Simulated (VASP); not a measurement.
# BN (R3m) in VASP: further runs

The runs below take BN through single point, with PBEsol.

Everything below comes from runs of VASP 6.6.1. Logs are shortened: lines on timing, memory, paths and dates and some standing lists are left out, and cuts for length are marked.

## (1) The cell of the first run

It takes space group R3m (No. 160, trigonal). Conventional cell: a = 2.541 Å, b = 2.541 Å, c = 37.830 Å, α = 90.00°, β = 90.00°, γ = 120.00°. B (site symmetry 3m) has 4 N at 1.56 to 1.57 Å within 2.1 Å. Within 2.1 Å of B (site symmetry 3m) lie 4 N at 1.56 to 1.57 Å. Within 2.2 Å of B (site symmetry 3m) lie 4 N at 1.56 to 1.57 Å and 1 B at 2.10 Å. Within 2.2 Å of B (site symmetry 3m) lie 6 N at 1.56 to 2.15 Å and 1 B at 2.10 Å. B (site symmetry 3m) has 4 N at 1.56 to 1.57 Å within 2.1 Å. B (site symmetry 3m) has 4 N at 1.56 to 1.57 Å within 2.1 Å. Within 2.1 Å of N (site symmetry 3m) lie 4 B at 1.56 to 1.57 Å. N (site symmetry 3m) has 4 B at 1.56 to 1.57 Å within 2.1 Å.

## (2) Single point, PBEsol

Contents of INCAR:

```
  PREC = Accurate
  ENCUT = 600
  EDIFF = 1E-6
  ISMEAR = 0
  SIGMA = 0.05
  LREAL = False
  LASPH = True
  NELM = 120
  ALGO = Normal
  ISIF = 2
  LWAVE = False
  LCHARG = False
  GGA = PS
  NBANDS = 36
  GGA_COMPAT = False
```

Contents of KPOINTS:

```
regular mesh
0
Gamma
  10 10 2
```

Contents of POSCAR:

```
BN
1.0
   -2.5410113134      0.0000000000      0.0000000000
   -1.2705056567     -2.2005803487      0.0000000000
   -1.2703786061     -0.7334534302     12.6098865131
B N
6 6
Direct
    0.5903261908      0.5903261908      0.2290443320
    0.4792261908      0.4792261908      0.5623776653
    0.3681261908      0.3681261908      0.8957109987
    0.3125428575      0.3125428575      0.0623776653
    0.2014428575      0.2014428575      0.3957109987
    0.0903428575      0.0903428575      0.7290443320
    0.6319293625      0.6319293625      0.1042223347
    0.5208293625      0.5208293625      0.4375556680
    0.4097293625      0.4097293625      0.7708890013
    0.0208460292      0.0208460292      0.9375556680
    0.2430460292      0.2430460292      0.2708890013
    0.1319460292      0.1319460292      0.6042223347
```

Potentials or basis: VASP PAW PBE potentials, release 64 (B, N).

Run with:

```bash
> cat potpaw_PBE.64/B/POTCAR potpaw_PBE.64/N/POTCAR > POTCAR
> mpirun -np 1 vasp_std > vasp.out
```

OUTCAR:

```text
PREC = Accurate
   ENCUT = 600
   EDIFF = 1E-6
   ISMEAR = 0
   LREAL = False
   LASPH = True
   NELM = 120
   ISIF = 2
   GGA = PS

 ion  position               nearest neighbor table
   1  0.590  0.590  0.229-  11 1.56  11 1.56  11 1.56   7 1.57
   2  0.479  0.479  0.562-  12 1.56  12 1.56  12 1.56   8 1.57
   3  0.368  0.368  0.896-  10 1.56  10 1.56  10 1.56   9 1.57   4 2.10
   4  0.313  0.313  0.062-   7 1.56   7 1.56   7 1.56   3 2.10
   5  0.201  0.201  0.396-   8 1.56   8 1.56   8 1.56  11 1.57
   6  0.090  0.090  0.729-   9 1.56   9 1.56   9 1.56  12 1.57
   7  0.632  0.632  0.104-   4 1.56   4 1.56   4 1.56   1 1.57
   8  0.521  0.521  0.438-   5 1.56   5 1.56   5 1.56   2 1.57
   9  0.410  0.410  0.771-   6 1.56   6 1.56   6 1.56   3 1.57
  10  0.021  0.021  0.938-   3 1.56   3 1.56   3 1.56
  11  0.243  0.243  0.271-   1 1.56   1 1.56   1 1.56   5 1.57
  12  0.132  0.132  0.604-   2 1.56   2 1.56   2 1.56   6 1.57

  LATTYP: Found a trigonal (rhomboedric) cell.
 ALAT       =    12.6949223554
 COS(alpha) =     0.9799680958

  Lattice vectors:

 A1 = (  -1.2703786061,  -0.7334534302,  12.6098865131)
 A2 = (   1.2706327073,  -0.7334534302,  12.6098865131)
 A3 = (   0.0001270506,   1.4671269185,  12.6098865131)

Analysis of symmetry for initial positions (statically):
=====================================================================
 Subroutine PRICEL returns:
 Original cell was already a primitive cell.

 Routine SETGRP: Setting up the symmetry group for a
 trigonal (rhombohedral) supercell.

 Subroutine GETGRP returns: Found  2 space group operations
 (whereof  2 operations were pure point group operations)
 out of a pool of 12 trial point group operations.

The static configuration has the point symmetry C_1h.

Analysis of symmetry for dynamics (positions and initial velocities):
=====================================================================
 Subroutine PRICEL returns:
 Original cell was already a primitive cell.

 Routine SETGRP: Setting up the symmetry group for a
 trigonal (rhombohedral) supercell.

 Subroutine GETGRP returns: Found  2 space group operations
 (whereof  2 operations were pure point group operations)
 out of a pool of 12 trial point group operations.

The dynamic configuration has the point symmetry C_1h.

 Subroutine INISYM returns: Found  2 space group operations
 (whereof  2 operations are pure point group operations),
 and found     1 'primitive' translations

----------------------------------------------------------------------------------------

                                     Primitive cell

  volume of cell :      70.5107

  direct lattice vectors                    reciprocal lattice vectors
    -2.541011313  0.000000000  0.000000000    -0.393544096  0.227212790 -0.026431642
    -1.270505657 -2.200580349  0.000000000     0.000000000 -0.454425579 -0.026431642
    -1.270378606 -0.733453430 12.609886513     0.000000000  0.000000000  0.079302855

  length of vectors
     2.541011313  2.541011313 12.694922355     0.455193628  0.455193628  0.079302855

  position of ions in fractional coordinates (direct lattice)
     0.590326191  0.590326191  0.229044332
     0.479226191  0.479226191  0.562377665
     0.368126191  0.368126191  0.895710999
     0.312542857  0.312542857  0.062377665
     0.201442857  0.201442857  0.395710999
     0.090342857  0.090342857  0.729044332
     0.631929363  0.631929363  0.104222335
     0.520829363  0.520829363  0.437555668
     0.409729363  0.409729363  0.770889001
     0.020846029  0.020846029  0.937555668
     0.243046029  0.243046029  0.270889001
     0.131946029  0.131946029  0.604222335

  ion indices of the primitive-cell ions
   primitive index   ion index
                 1           1
                 2           2
                 3           3
                 4           4
[... 35 lines left out ...]
|           W WW W  AAAAAA  RRRRR   N  N N  II  N  N N  G  GGG   !            |
|           WW  WW  A    A  R   R   N   NN  II  N   NN  G    G                |
|           W    W  A    A  R    R  N    N  II  N    N   GGGG   !!!           |
|                                                                             |
|     Your reciprocal lattice and k-lattice belong to different lattice       |
|     classes:                                                                |
|                                                                             |
|        The reciprocal lattice is rhombohedral (trigonal),                   |
|        whereas your k-lattice is base-centered monoclinic.                  |
|                                                                             |
|     Results are often still useful ...                                      |
|                                                                             |
 -----------------------------------------------------------------------------

 WARNING: IBZKPT: internal override: KBLOWUP is changed to .FALSE.
      ... skipping the blow-up phase ...

 Subroutine IBZKPT returns following result:
 ===========================================

 Found     62 irreducible k-points:

 Following reciprocal coordinates:
            Coordinates               Weight
  0.000000  0.000000  0.000000      1.000000
  0.100000  0.000000  0.000000      4.000000
  0.200000  0.000000  0.000000      4.000000
  0.300000 -0.000000 -0.000000      4.000000
  0.400000  0.000000  0.000000      4.000000
  0.500000  0.000000 -0.000000      2.000000
[... 16 lines left out ...]
  0.300000  0.300000  0.000000      2.000000
  0.400000  0.300000 -0.000000      4.000000
 [... further k-points ...]
   k-points           NKPTS =     62   k-points in BZ     NKDIM =     62   number of bands    NBANDS=     36
   number of dos      NEDOS =    301   number of ions     NIONS =     12
   total plane-waves  NPLWV =  43200
   dimension x,y,z NGX =    20 NGY =   20 NGZ =  108
   dimension x,y,z NGXF=    40 NGYF=   40 NGZF=  216
   ions per type =               6   6
   NGX,Y,Z   is equivalent  to a cutoff of  13.09, 13.09, 14.14 a.u.
   NGXF,Y,Z  is equivalent  to a cutoff of  26.17, 26.17, 28.29 a.u.
 SYSTEM =  unknown system
   PREC   = accura    normal or accurate (medium, high low for compatibility)
   ISTART =      0    job   : 0-new  1-cont  2-samecut
   ICHARG =      2    charge: 1-file 2-atom 10-const
   ISPIN  =      1    spin polarized calculation?
   LNONCOLLINEAR =      F non collinear calculations
   LSORBIT =      F    spin-orbit coupling
   LASPH  =      T    aspherical Exc in radial PAW
   ENCUT  =  600.0 eV  44.10 Ry    6.64 a.u.   5.08  5.08 25.35*2*pi/ulx,y,z
   NELM   =    120;   NELMIN=  2; NELMDL= -5     # of ELM steps
   EDIFF  = 0.1E-05   stopping-criterion for ELM
   LREAL  =      F    real-space projection
   EDIFFG = 0.1E-04   stopping-criterion for IOM
   NSW    =      0    number of steps for IOM
   IBRION =     -1    ionic relax: 0-MD 1-quasi-New 2-CG
   NFREE  =      0    steps in history (QN), initial steepest desc. (CG)
   ISIF   =      2    stress and relaxation
   ISYM   =      2    0-nonsym 1-usesym 2-fastsym
   POTIM  = 0.5000    time-step for ionic-motion
   TEBEG  =    0.0;   TEEND  =   0.0 temperature during run
   PSTRESS=    0.0 pullay stress
   NELECT =      48.0000    total number of electrons
   NUPDOWN=      -1.0000    fix difference up-down
   EMIN   =  10.00;   EMAX   =-10.00  energy-range for DOS
   EFERMI =   0.00;   METHOD = LEGACY
   ISMEAR =     0;   SIGMA  =   0.05  broadening in eV -4-tet -1-fermi 0-gaus
   EFERMI_NEDOS =   21; number of points for ismear=-14 and -15
   IALGO  =     38    algorithm
   IMIX   =      4    mixing-type and parameters
     AMIX     =   0.40;   BMIX     =  1.00
     AMIX_MAG =   1.60;   BMIX_MAG =  1.00
  volume/ion in A,a.u.               =       5.88        39.65
  Fermi-wavevector in a.u.,A,eV,Ry     =   1.440136  2.721463 28.218379  2.073992
  Thomas-Fermi vector in A             =   2.558914
   LORBIT       =      0    0 simple, 1 ext, 2 COOP (PROOUT), +10 PAW based schemes
   GGA     = PS    functional components
   LHFCALC =     F    Hartree Fock is set to
   AEXX    =    0.0000 exact exchange contribution
   IVDW    =     0    specifies the selected vdW correction
   LEPSILON=     F    determine dielectric tensor
   LRPA    =     F    only Hartree local field effects (RPA)
 non-spin polarized calculation
 Gauss-broadening in eV      SIGMA  =   0.05
  energy-cutoff  :      600.00
  volume of cell :       70.51
 maximum number of plane-waves:      2377
   NGX = 11   NGY = 11   NGZ = 51

 number of electron      47.9999997 magnetization

 Free energy of the ion-electron system (eV)
  ---------------------------------------------------
  ext. energy  EPLUGINS =         0.00000000
  ---------------------------------------------------
  free energy    TOTEN  =      -107.35332237 eV

  energy without entropy =     -107.35332237  energy(sigma->0) =     -107.35332237

 E-fermi :   8.0971     XC(G=0): -13.0637

 val. band max:        7.7873074595   @ k =   0.0000   0.0000   0.0000
 cond. band min:      10.5546535436   @ k =   0.5000   0.5000  -0.0000
 fundamental gap:      2.7673460841
 Fermi energy:         8.0971392940

 k-point     1 :       0.0000    0.0000    0.0000
  band No.  band energies     occupation
      1     -12.9435      2.00000
      2     -12.2519      2.00000
      3     -12.0679      2.00000
      4     -10.4033      2.00000
      5     -10.2167      2.00000
      6      -8.5616      2.00000
[... 925 lines left out ...]
     35      19.0451      0.00000
     36      19.3635      0.00000

 [... further k-points ...]
[... 5 lines left out ...]
  --------------------------------------------------------------------------------------
  -------------------------------------------------------------------------------------
  Total       -1.6896735     -1.6888278      3.4092382     -0.0007325      0.0003083      0.0005339
  in kB      -38.3935594    -38.3743414     77.4663200     -0.0166432      0.0070042      0.0121317
  external PRESSURE =       0.2328064 kB  Pullay stress =       0.0000000 kB

 VOLUME and BASIS-vectors are now :
 -----------------------------------------------------------------------------
  energy-cutoff  :      600.00
  volume of cell :       70.51
      direct lattice vectors                 reciprocal lattice vectors
    -2.541011313  0.000000000  0.000000000    -0.393544096  0.227212790 -0.026431642
    -1.270505657 -2.200580349  0.000000000     0.000000000 -0.454425579 -0.026431642
    -1.270378606 -0.733453430 12.609886513     0.000000000  0.000000000  0.079302855

 POSITION                                       TOTAL-FORCE (eV/Angst)
 -----------------------------------------------------------------------------------
     -2.54101     -1.46705      2.88822        -0.000046     -0.000026      0.231482
     -2.54101     -1.46705      7.09152        -0.000000     -0.000000      0.175690
     -2.54101     -1.46705     11.29481        -0.000217     -0.000125      0.010607
     -1.27051     -0.73353      0.78658         0.000621      0.000359      1.334821
     -1.27051     -0.73353      4.98987        -0.000012     -0.000007      0.174496
     -1.27051     -0.73353      9.19317        -0.000010     -0.000006      0.236284
     -2.54101     -1.46705      1.31423        -0.000309     -0.000178     -0.131888
     -2.54101     -1.46705      5.51753         0.000074      0.000043     -0.176685
     -2.54101     -1.46705      9.72082        -0.000036     -0.000021     -0.494138
     -1.27051     -0.73353     11.82247        -0.000070     -0.000040     -1.022436
     -1.27051     -0.73353      3.41588         0.000099      0.000057     -0.149189
     -1.27051     -0.73353      7.61918        -0.000095     -0.000055     -0.189045
 -----------------------------------------------------------------------------------
    total drift:                                0.000012      0.000007     -0.000146

  FREE ENERGIE OF THE ION-ELECTRON SYSTEM (eV)
  ---------------------------------------------------
  free  energy   TOTEN  =      -107.3533223733 eV

  energy  without entropy=     -107.3533223733  energy(sigma->0) =     -107.35332237
```

Wall time 3.3 min (1 thread of Intel Xeon Platinum 8259CL at 2.50GHz (Skylake/Cascade Lake), shared host); peak memory 0.27 GiB.

Results:

| Quantity | Value |
| --- | --- |
| Free energy | -107.3533 eV |
| Pressure | 0.0 GPa |
| Largest force | 1.335 eV/Å |
| Band gap on the k mesh | 2.77 eV (least direct gap 4.38 eV) |

Forces on the atoms (eV/Å):
```
B    0.000  0.000  0.231
B    0.000  0.000  0.176
B    0.000  0.000  0.011
B    0.001  0.000  1.335
B    0.000  0.000  0.174
B    0.000  0.000  0.236
N    0.000  0.000 -0.132
N    0.000  0.000 -0.177
N    0.000  0.000 -0.494
N    0.000  0.000 -1.022
N    0.000  0.000 -0.149
N    0.000  0.000 -0.189
```

Stress tensor (GPa, compression positive):
```
-3.84  0.00  0.00
 0.00 -3.84  0.00
 0.00  0.00  7.75
```

Caveat: the PAW data sets were made with another functional, which shifts forces and pressure a little.

(Part 1 of 2 ends here.)
